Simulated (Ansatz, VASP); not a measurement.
TaSi2 in VASP and in Ansatz

```
CELL_PARAMETERS angstrom
5.07644 -0.01352 0.02525
-0.01352 5.43969 0.25305
0.02525 0.25305 4.79087
ATOMIC_POSITIONS crystal
Ta 0.85426 0.32485 0.49614
Ta 0.05196 0.06704 0.02285
Ta 0.38033 0.01617 0.52214
Si 0.55440 0.28221 0.01472
Si 0.32366 0.52611 0.26550
Si 0.58339 0.79604 0.02576
Si 0.87845 0.81461 0.57878
Si 0.94063 0.57288 0.96881
Si 0.30604 0.52040 0.72699
```

Alike in both runs: task relaxation of cell and atoms; functional PBE; k mesh 3 × 3 × 3; occupations gaussian, width 0.1 eV; no spin polarisation.

|  | VASP | Ansatz |
| --- | --- | --- |
| version | VASP 6.6.1 | Ansatz 0.2.0 |
| potentials or method | VASP PAW PBE potentials, release 64 (Ta_pv, Si), cutoff 600 eV | scalar-relativistic, plane waves, PAW |
| valence electrons in the cell | 57 | 63 |

```csv
,VASP,Ansatz,Ansatz less VASP
"gap on the k mesh at the Fermi level, each at its own relaxed structure (eV)",none,none,-
relaxed volume (Å³/atom),15.55,16.13,+0.579
relaxed cell length with the largest relative difference (Å),4.857,5.046,+0.1889
```

A gap of «none» marks a metal or a gap that the smearing closes. VASP's potentials hold 57 valence electrons a cell and Ansatz's 63, so a difference there can come from the potentials and not from the codes.

The k mesh is coarse, so the values compare programs but aren't converged. Spin-orbit coupling is off throughout.
